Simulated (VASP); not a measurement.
**BP: single point with r2SCAN**

BP:

```xyz
2
Lattice="0.0000 2.2910 2.2591 2.2910 0.0000 2.2591 2.2910 2.2910 0.0000" Properties=species:S:1:pos:R:3 pbc="T T T"
B     0.0000    0.0000    0.0000
P     1.1455    1.1455    1.1296
```

This cell differs from its parent crystal: epitaxial xy strain +1.0%.

| Item | Value |
| --- | --- |
| Program | VASP 6.6.1 |
| Task | single point |
| Functional | r2SCAN |
| Potentials or basis | VASP PAW PBE potentials, release 64 (B, P) |
| Cutoff | 520 eV |
| k mesh | 10 × 10 × 10 |
| Occupations | gaussian, width 0.01 eV |
| Spin | no spin polarisation |
| Dipole correction | no |
| Further INCAR settings | ALGO = Normal; EDIFF = 1e-07; NBANDS = 11 |

| Property | Result |
| --- | --- |
| Pressure | -3.1 GPa |
| Band gap on the k mesh | 1.25 eV (least direct gap 3.47 eV) |

Stress tensor (GPa, compression positive):
```
-4.41  0.00  0.00
 0.00 -4.41  0.00
 0.00  0.00 -0.49
```

Levels at points of the mesh, in eV from the valence-band top:
| k point | band 2 | band 3 | band 4 | band 5 | band 6 | band 7 |
| --- | --- | --- | --- | --- | --- | --- |
| (0.00, 0.00, 0.00) | -0.14 | -0.14 | 0.00 | 3.47 | 3.55 | 3.55 |
| (0.50, 0.00, 0.00) | -9.48 | -2.03 | -1.85 | 3.92 | 4.86 | 5.02 |
| (0.50, 0.50, 0.00) | -9.06 | -4.48 | -4.48 | 1.37 | 1.69 | 12.81 |
| (0.50, 0.00, 0.50) | -9.18 | -4.35 | -4.32 | 1.53 | 1.90 | 12.66 |

Wall time 28 s on 1 thread of Intel(R) Xeon(R) 6975P-C (Granite Rapids), on a shared host, peak memory 0.15 GiB.

Caveat: the cell differs from its parent crystal (epitaxial xy strain +1.0%); the cell stands under tension; the PAW data sets were made with another functional, which shifts forces and pressure a little. A k mesh can miss the band edges.
